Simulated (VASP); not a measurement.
The system is SnO2 (Cassiterite).

```
Sn O
1.0
     4.73800    0.00000    0.00000
     0.00000    4.73800    0.00000
     0.00000    0.00000    3.18650
Sn O
2 4
Cartesian
  0.0000 0.0000 0.0000
  2.3690 2.3690 1.5933
  1.4550 1.4550 0.0000
  0.9140 3.8240 1.5933
  3.2830 3.2830 0.0000
  3.8240 0.9140 1.5933
```

Base run:

```yaml
Program: VASP 6.6.1
Functional: LDA
Potentials_or_basis: VASP PAW LDA potentials, release 64 (Sn_d, O)
Cutoff: 520 eV
k_mesh: 4 × 4 × 6
Occupations: gaussian, width 0.01 eV
Spin: no spin polarisation
```

Its results: band gap on the k mesh 1.17 eV, direct; pressure 0.3 GPa; largest force 0.180 eV/Å.

The run is repeated on the same cell with these changes: functional from LDA to RPBE; potentials or basis from VASP PAW LDA potentials, release 64 (Sn_d, O) to VASP PAW PBE potentials, release 64 (Sn_d, O). What comes out?

Band gap on the k mesh 1.36 eV, direct; pressure 16.0 GPa; largest force 0.326 eV/Å.

Caveats: spin-orbit coupling is left out, which moves the levels of the heavy elements; the PAW data sets were made with another functional, which shifts forces and pressure a little (some runs).

